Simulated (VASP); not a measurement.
# Ir in VASP: further runs, part 3 of 3

VASP 6.6.1.

**5. Single point, r2SCAN (strain -0.025 along x and y, -0.025 along z)**

Input file POSCAR:

```
Ir
1.0
    0.0000000000      1.8717075000      1.8717075000
    1.8717075000      0.0000000000      1.8717075000
    1.8717075000      1.8717075000      0.0000000000
Ir
1
Direct
    0.0000000000      0.0000000000      0.0000000000
```

Input file INCAR.step1:

```
PREC = Accurate ; ENCUT = 520
ISMEAR = 0 ; SIGMA = 0.15
LREAL = F ; LASPH = T
NELM = 80 ; NBANDS = 10
GGA = PE ; ALGO = Normal
EDIFF = 1E-4 ; LWAVE = T
LCHARG = F
```

Input file INCAR.step2:

```
PREC = Accurate ; ENCUT = 520
EDIFF = 1E-6 ; ISMEAR = 0
SIGMA = 0.15 ; LREAL = F
LASPH = T ; NELM = 80
ALGO = Normal ; ISIF = 2
LWAVE = F ; LCHARG = T
METAGGA = R2SCAN ; LMIXTAU = T
LELF = T ; LVHAR = T
NBANDS = 10 ; ISTART = 1
```

Input file KPOINTS:

```
regular mesh
0
Gamma
  22 22 22
```

Potentials or basis: VASP PAW PBE potentials, release 64 (Ir).

Started as:

```
> cat potpaw_PBE.64/Ir/POTCAR > POTCAR
> cp INCAR.step1 INCAR
> mpirun -np 1 vasp_std > vasp.out
> cp INCAR.step2 INCAR
> mpirun -np 1 vasp_std > vasp.out
```

OUTCAR:

```text
PREC = Accurate
   ENCUT = 520
   EDIFF = 1E-6
   ISMEAR = 0
   LREAL = F
   LASPH = T
   NELM = 80
   ISIF = 2
   METAGGA = R2SCAN
   ISTART = 1

 ion  position               nearest neighbor table
   1  0.000  0.000  0.000-

  LATTYP: Found a face centered cubic cell.
 ALAT       =     3.7434150000

  Lattice vectors:

 A1 = (   0.0000000000,   1.8717075000,   1.8717075000)
 A2 = (   1.8717075000,   0.0000000000,   1.8717075000)
 A3 = (   1.8717075000,   1.8717075000,   0.0000000000)

Analysis of symmetry for initial positions (statically):
=====================================================================
 Subroutine PRICEL returns:
 Original cell was already a primitive cell.

 Routine SETGRP: Setting up the symmetry group for a
 face centered cubic supercell.

 Subroutine GETGRP returns: Found 48 space group operations
 (whereof 48 operations were pure point group operations)
 out of a pool of 48 trial point group operations.

The static configuration has the point symmetry O_h .

Analysis of symmetry for dynamics (positions and initial velocities):
=====================================================================
 Subroutine PRICEL returns:
 Original cell was already a primitive cell.

 Routine SETGRP: Setting up the symmetry group for a
 face centered cubic supercell.

 Subroutine GETGRP returns: Found 48 space group operations
 (whereof 48 operations were pure point group operations)
 out of a pool of 48 trial point group operations.

The dynamic configuration has the point symmetry O_h .

 Subroutine INISYM returns: Found 48 space group operations
 (whereof 48 operations are pure point group operations),
 and found     1 'primitive' translations

----------------------------------------------------------------------------------------

                                     Primitive cell

[... 111 lines left out ...]
  Thomas-Fermi vector in A             =   2.562365
   LORBIT       =      0    0 simple, 1 ext, 2 COOP (PROOUT), +10 PAW based schemes
   METAGGA = R2SCAN    functional components
   LHFCALC =     F    Hartree Fock is set to
   AEXX    =    0.0000 exact exchange contribution
   IVDW    =     0    specifies the selected vdW correction
   LEPSILON=     F    determine dielectric tensor
   LRPA    =     F    only Hartree local field effects (RPA)
 non-spin polarized calculation
 Gauss-broadening in eV      SIGMA  =   0.15
  energy-cutoff  :      520.00
  volume of cell :       13.11
 maximum number of plane-waves:       365
   NGX =  9   NGY =  9   NGZ =  9

 number of electron       9.0000000 magnetization

 Free energy of the ion-electron system (eV)
  ---------------------------------------------------
  ext. energy  EPLUGINS =         0.00000000
  ---------------------------------------------------
  free energy    TOTEN  =       -52.22990859 eV

  energy without entropy =      -52.21920173  energy(sigma->0) =      -52.22455516

 E-fermi :  11.5278     XC(G=0): -15.8568

 val. band max:       11.5191898197   @ k =   0.4545   0.3636   0.0000
 cond. band min:      11.5357267409   @ k =   0.3636   0.2727   0.0000
 fundamental gap:      0.0165369213
 Fermi energy:        11.5277706536

 k-point     1 :       0.0000    0.0000    0.0000
  band No.  band energies     occupation
      1      -0.8394      2.00000
      2       7.0560      2.00000
      3       7.0560      2.00000
      4       7.0560      2.00000
      5      10.1268      2.00000
      6      10.1268      2.00000
      7      26.4605      0.00000
      8      32.8059      0.00000
      9      32.8059      0.00000
     10      32.8059      0.00000
[... 287 lines left out ...]
 k-point    24 :      -0.4545    0.0455    0.0000
  band No.  band energies     occupation
      1       2.3617      2.00000
      2       6.8117      2.00000
      3       6.9582      2.00000
      4      10.0837      2.00000
      5      12.4740      0.00000
      6      13.1212      0.00000
      7      20.2359      0.00000
      8      26.3443      0.00000
      9      32.8230      0.00000
     10      33.3065      0.00000

 [... further k-points ...]

------------------------ aborting loop because EDIFF is reached ----------------------------------------

  FORCE on cell =-STRESS in cart. coord.  units (eV):
  Direction    XX          YY          ZZ          XY          YZ          ZX
  --------------------------------------------------------------------------------------
  -------------------------------------------------------------------------------------
  Total        3.3387512      3.3387512      3.3387512      0.0000000      0.0000000      0.0000000
  in kB      407.8971837    407.8971837    407.8971837      0.0000000      0.0000000      0.0000000
  external PRESSURE =     407.8971837 kB  Pullay stress =       0.0000000 kB

 VOLUME and BASIS-vectors are now :
 -----------------------------------------------------------------------------
  energy-cutoff  :      520.00
  volume of cell :       13.11
      direct lattice vectors                 reciprocal lattice vectors
     0.000000000  1.871707500  1.871707500    -0.267135757  0.267135757  0.267135757
     1.871707500  0.000000000  1.871707500     0.267135757 -0.267135757  0.267135757
     1.871707500  1.871707500  0.000000000     0.267135757  0.267135757 -0.267135757

 POSITION                                       TOTAL-FORCE (eV/Angst)
 -----------------------------------------------------------------------------------
      0.00000      0.00000      0.00000         0.000000      0.000000      0.000000
 -----------------------------------------------------------------------------------
    total drift:                               -0.000000     -0.000000     -0.000000

  FREE ENERGIE OF THE ION-ELECTRON SYSTEM (eV)
  ---------------------------------------------------
  free  energy   TOTEN  =       -52.2299085938 eV

  energy  without entropy=      -52.2192017282  energy(sigma->0) =      -52.22455516
```

It took 1.9 min on 1 thread of AMD EPYC 9R45 (Zen 5), shared host; peak memory 0.14 GiB.

Results:

```yaml
Free_energy: -52.2299 eV
Pressure: 40.8 GPa
Band_gap_on_the_k_mesh: zero (an odd number of electrons rules out a gap without spin polarisation)
```

Caveat: the cell differs from its parent crystal (strain -0.025 along x and y, -0.025 along z); the cell stands under pressure; the PAW data sets were made with another functional, which shifts forces and pressure a little; spin-orbit coupling is left out, which moves the levels of the heavy elements.

**6. Single point, r2SCAN (strain +0.025 along x and y, +0.025 along z)**

Input file POSCAR:

```
Ir
1.0
    0.0000000000      1.9676925000      1.9676925000
    1.9676925000      0.0000000000      1.9676925000
    1.9676925000      1.9676925000      0.0000000000
Ir
1
Direct
    0.0000000000      0.0000000000      0.0000000000
```

Input file INCAR.step1:

```
SYSTEM = Ir
  PREC = Accurate
  ENCUT = 520
  ISMEAR = 0
  SIGMA = 0.15
  LREAL = .FALSE.
  LASPH = .TRUE.
  NELM = 100
  NBANDS = 10
  GGA = PE
  ALGO = Normal
  EDIFF = 1E-4
  LWAVE = .TRUE.
  LCHARG = .FALSE.
```

Input file INCAR.step2:

```
SYSTEM = Ir
  PREC = Accurate
  ENCUT = 520
  EDIFF = 1E-7
  ISMEAR = 0
  SIGMA = 0.15
  LREAL = .FALSE.
  LASPH = .TRUE.
  NELM = 100
  ALGO = Normal
  ISIF = 2
  LWAVE = .FALSE.
  LCHARG = .TRUE.
  METAGGA = R2SCAN
  LMIXTAU = .TRUE.
  LELF = .TRUE.
  LVHAR = .TRUE.
  NBANDS = 10
  ISTART = 1
```

Input file KPOINTS:

```
Automatic mesh
0
G
  22 22 22
  0 0 0
```

Potentials or basis: VASP PAW PBE potentials, release 64 (Ir).

Started as:

```
> cat potpaw_PBE.64/Ir/POTCAR > POTCAR
> cp INCAR.step1 INCAR
> mpirun -np 1 vasp_std > vasp.out
> cp INCAR.step2 INCAR
> mpirun -np 1 vasp_std > vasp.out
```

Run time: 3.5 min. Hardware: 1 thread of AMD EPYC 9R45 (Zen 5), shared host; peak memory 0.16 GiB.

Results (log left out):

* Free energy: -52.3052 eV
* Pressure: -20.3 GPa
* Band gap on the k mesh: zero (an odd number of electrons rules out a gap without spin polarisation)

Levels at points of the mesh, in eV from the Fermi level:
| k point | band 1 | band 2 | band 3 | band 4 | band 5 | band 6 | band 7 | band 8 | band 9 |
| --- | --- | --- | --- | --- | --- | --- | --- | --- | --- |
| (0.00, 0.00, 0.00) | -10.70 | -3.54 | -3.54 | -3.54 | -1.14 | -1.14 | 15.26 | 20.67 | 20.67 |
| (0.50, 0.00, 0.00) | -7.61 | -3.67 | -3.67 | -0.47 | 0.83 | 0.83 | 6.94 | 14.88 | 20.16 |
| (0.50, 0.50, 0.00) | -7.33 | -6.80 | 0.74 | 1.39 | 1.39 | 1.82 | 10.09 | 11.99 | 11.99 |

Caveat: the cell differs from its parent crystal (strain +0.025 along x and y, +0.025 along z); the cell stands under tension; the PAW data sets were made with another functional, which shifts forces and pressure a little; spin-orbit coupling is left out, which moves the levels of the heavy elements.

**7. The runs side by side**

```tsv
cell	gap on the mesh (eV)	pressure (GPa)
a = 2.751, b = 2.751, c = 2.647 Å, angles 61.2, 61.2, 57.5°, 1 atom	none	6.2
a = 2.749, b = 2.749, c = 2.715 Å, angles 60.4, 60.4, 59.2°, 1 atom	none	-5.0
a = 2.579 Å, angles 60.0°, 1 atom	none	94.2
a = 2.647 Å, angles 60.0°, 1 atom	none	40.8
a = 2.783 Å, angles 60.0°, 1 atom	none	-20.3
```

Alike in all rows: task single point; level r2SCAN; potentials or basis VASP PAW PBE potentials, release 64 (Ir); no spin polarisation; k mesh 22 × 22 × 22; cutoff (eV) 520; smearing gaussian 0.15 eV.

Caveats: the PAW data sets were made with another functional, which shifts forces and pressure a little; spin-orbit coupling is left out, which moves the levels of the heavy elements; the cell stands under pressure (at least some runs); the cell stands under tension (at least some runs).

Total energies depend on the potentials used, so only differences within one code and one set of settings carry meaning.
